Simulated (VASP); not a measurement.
A run of VASP 6.6.1:

Contents of INCAR:

```
  PREC = Accurate
  ENCUT = 600
  EDIFF = 1E-7
  ISMEAR = -1
  SIGMA = 0.02
  LREAL = F
  LASPH = T
  NELM = 80
  ALGO = Normal
  ISIF = 3
  LWAVE = F
  LCHARG = F
  GGA = PS
  IBRION = 2
  NSW = 80
  EDIFFG = -0.005
```

Contents of KPOINTS:

```
Automatic mesh
0
Gamma
  6 6 6
```

File POSCAR:

```
TePb
1.0
    0.0000000000      3.2860552957      3.2860552957
    3.2860552957      0.0000000000      3.2860552957
    3.2860552957      3.2860552957      0.0000000000
Te Pb
1 1
Direct
    0.5000000000      0.5000000000      0.5000000000
    0.0000000000      0.0000000000      0.0000000000
```

Potentials or basis: VASP PAW PBE potentials, release 64 (Te, Pb_d).

Run with:

```sh
$ cat potpaw_PBE.64/Te/POTCAR potpaw_PBE.64/Pb_d/POTCAR > POTCAR
$ mpirun -np 1 vasp_std > vasp.out
```

Hardware: 1 thread of Intel(R) Xeon(R) Platinum 8259CL CPU @ 2.50GHz (Skylake/Cascade Lake) (shared host).

Question: How long does it take, and how much memory?

Answer: Wall time 54 s on 1 thread of Intel(R) Xeon(R) Platinum 8259CL CPU @ 2.50GHz (Skylake/Cascade Lake) (shared host), peak memory 0.25 GiB. Counts: scf iterations 31, k points 16, ion steps 3.
